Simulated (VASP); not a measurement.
Runs of VASP 6.6.1 on CdSiN2. The structure is that of space group P-4m2 (No. 115), or close to it. The cells are those of the table. 

| task | level | potentials or basis | spin | cell | k mesh | cutoff (eV) | smearing | gap on the mesh (eV) | pressure (GPa) | relaxed volume (Å³/atom) | largest force (eV/Å) |
| --- | --- | --- | --- | --- | --- | --- | --- | --- | --- | --- | --- |
| single point | PBEsol | VASP PAW PBE potentials, release 64 (Cd_sv_GW, N, Si) | off | a = 3.037, b = 3.037, c = 5.072 Å, 4 atoms | 8 × 8 × 4 | 600 | fermi-dirac 0.02 eV | 1.18 | -0.3 | - | 0.01 |
| relaxation of cell and atoms | LDA | VASP PAW LDA potentials, release 64 (Cd_sv_GW, N, Si) | off | relaxed from a = 3.063, b = 3.063, c = 5.138 Å, 4 atoms | 8 × 8 × 4 | 600 | fermi-dirac 0.02 eV | (b) | 0.0 | 11.41 | - |
| single point | r2SCAN | VASP PAW PBE potentials, release 64 (Cd_sv_GW, N, Si) | off | a = 3.034, b = 3.034, c = 5.110 Å, 4 atoms | 8 × 8 × 4 | 660 | fermi-dirac 0.02 eV | 1.53 | -0.1 | - | 0.01 |
| single point | PBE | VASP PAW PBE potentials, release 64 (Cd_sv_GW, N, Si) | off | a = 3.034, b = 3.034, c = 5.110 Å, 4 atoms | 8 × 8 × 6 | 600 | fermi-dirac 0.02 eV | (a) | 4.0 | - | 0.08 |
| single point | LDA | VASP PAW LDA potentials, release 64 (Cd_sv_GW, N, Si) | off | a = 3.014, b = 3.014, c = 5.021 Å, 4 atoms | 8 × 8 × 4 | 600 | fermi-dirac 0.02 eV | 1.39 | 0.0 | - | - |
| single point | r2SCAN | VASP PAW PBE potentials, release 64 (Cd_sv_GW, N, Si) | off | a = 3.034, b = 3.034, c = 5.110 Å, 4 atoms | 8 × 8 × 6 | 660 | gaussian 0.01 eV | 1.53 | -0.1 | - | 0.01 |
| single point | PBE | VASP PAW PBE potentials, release 64 (Cd, N, Si) | non-collinear, zero start, SOC | a = 3.034, b = 3.034, c = 5.110 Å, 4 atoms | 8 × 8 × 6 | 520 | fermi-dirac 0.02 eV | - | 5.3 | - | 0.02 |
| relaxation of cell and atoms | r2SCAN | VASP PAW PBE potentials, release 64 (Cd, N, Si) | off | relaxed from a = 3.063, b = 3.063, c = 5.138 Å, 4 atoms | 8 × 8 × 4 | 600 | fermi-dirac 0.02 eV | 1.51 | -0.1 | (c) | - |

**Question.** Estimate the missing entries.

**Answer.** (a) 1.16; (b) 1.38; (c) 11.83.

Caveats: the PAW data sets were made with another functional, which shifts forces and pressure a little (at least some runs); the cell stands under pressure (at least some runs).

A k mesh can miss the band edges, and rows without SOC leave out spin-orbit coupling on Cd.

The runs don't all hold the same shells in valence.
